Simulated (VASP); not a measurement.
**Hf: relaxation of cell and atoms with PBE**

Hf:

```xyz
1
Lattice="2.9100 0.0000 0.0000 0.0000 2.9100 0.0000 0.0000 0.0000 2.9100" Properties=species:S:1:pos:R:3 pbc="T T T"
Hf    0.0000    0.0000    0.0000
```

```yaml
Program: VASP 6.6.1
Task: relaxation of cell and atoms
Functional: PBE
Potentials_or_basis: VASP PAW PBE potentials, release 64 (Hf_pv)
Cutoff: 600 eV
k_mesh: 15 × 15 × 15
Occupations: fermi-dirac, width 0.05 eV
Spin: no spin polarisation
Target_pressure: 20 GPa
Dipole_correction: no
Further_INCAR_settings: ALGO = Normal; EDIFF = 1e-06; IBRION = 2; EDIFFG = -0.03; NSW = 60; ISIF = 3
```

```yaml
Relaxed_volume: 20.27 Å³/atom
Relaxed_cell: a = 2.726 Å, b = 2.726 Å, c = 2.726 Å, α = 90.00°, β = 90.00°, γ = 90.00°
Space_group_after_relaxing_to_0.05_Å: Pm-3m (No. 221)
Energy_change_on_relaxing_the_enthalpy_is_what_falls: +236.5 meV/atom
Ionic_steps: 5
Pressure_after_relaxing: 20.0 GPa
Band_gap_on_the_k_mesh: zero (band 5 reaches 6.15 eV, above the bottom of band 6 at 3.22 eV)
```

The path:
| step | energy change (eV) | largest force (eV/Å) | pressure (GPa) | volume (Å³) |
| --- | --- | --- | --- | --- |
| 1 | 0.0000 | 0.0000 | 0.21 | 24.64 |
| 2 | 1.6808 | 0.0000 | 86.31 | 15.30 |
| 3 | 0.2001 | 0.0000 | 17.99 | 20.57 |
| 4 | 0.2266 | 0.0000 | 19.51 | 20.35 |
| 5 | 0.2365 | 0.0000 | 20.03 | 20.27 |

Final structure:
```cif
data_structure
_symmetry_space_group_name_H-M 'P 1'
_symmetry_Int_Tables_number 1
_cell_length_a 2.7264
_cell_length_b 2.7264
_cell_length_c 2.7264
_cell_angle_alpha 90.000
_cell_angle_beta 90.000
_cell_angle_gamma 90.000
_cell_volume 20.27
loop_
_atom_site_label
_atom_site_type_symbol
_atom_site_fract_x
_atom_site_fract_y
_atom_site_fract_z
_atom_site_occupancy
Hf1 Hf 0.00000 0.00000 0.00000 1
```

Levels at points of the mesh, in eV from the Fermi level:
```csv
k point,band 2,band 3,band 4,band 5,band 6,band 7,band 8,band 9
"(0.00, 0.00, 0.00)",-29.30,-29.30,-7.03,-1.93,-1.93,8.01,8.01,8.01
```

Run time: 49 s on 1 thread of Intel(R) Xeon(R) Platinum 8259CL CPU @ 2.50GHz (Skylake/Cascade Lake), on a shared host, peak memory 0.18 GiB.

Caveat: the cell is relaxed towards a set pressure, so the enthalpy falls and the energy may rise; the volume moved by over 15 % at a fixed basis, so the end points are rough; spin-orbit coupling is left out, which moves the levels of the heavy elements.
